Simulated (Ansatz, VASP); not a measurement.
**YN: VASP beside Ansatz**

```
Y N
1.0
     0.00000    2.48633    2.48633
     2.48633    0.00000    2.48633
     2.48633    2.48633    0.00000
Y N
1 1
Direct
  0.00000 0.00000 0.00000
  0.50000 0.50000 0.50000
```

Change from the starting cell: volume scaled by 1.06.

Alike in both runs: task single point; functional PBE; k mesh 9 × 9 × 9; occupations fermi-dirac, width 0.03 eV; no spin polarisation.

|  | VASP | Ansatz |
| --- | --- | --- |
| version | VASP 6.6.1 | Ansatz 0.2.0 |
| potentials or method | VASP PAW PBE potentials, release 64 (Y_sv, N), cutoff 600 eV | all-electron LAPW, scalar-relativistic |

|  | VASP | Ansatz | Ansatz less VASP |
| --- | --- | --- | --- |
| pressure (GPa) | -6.1 | -5.9 | +0.24 |

Ansatz ran all-electron here, and VASP with PAW potentials.
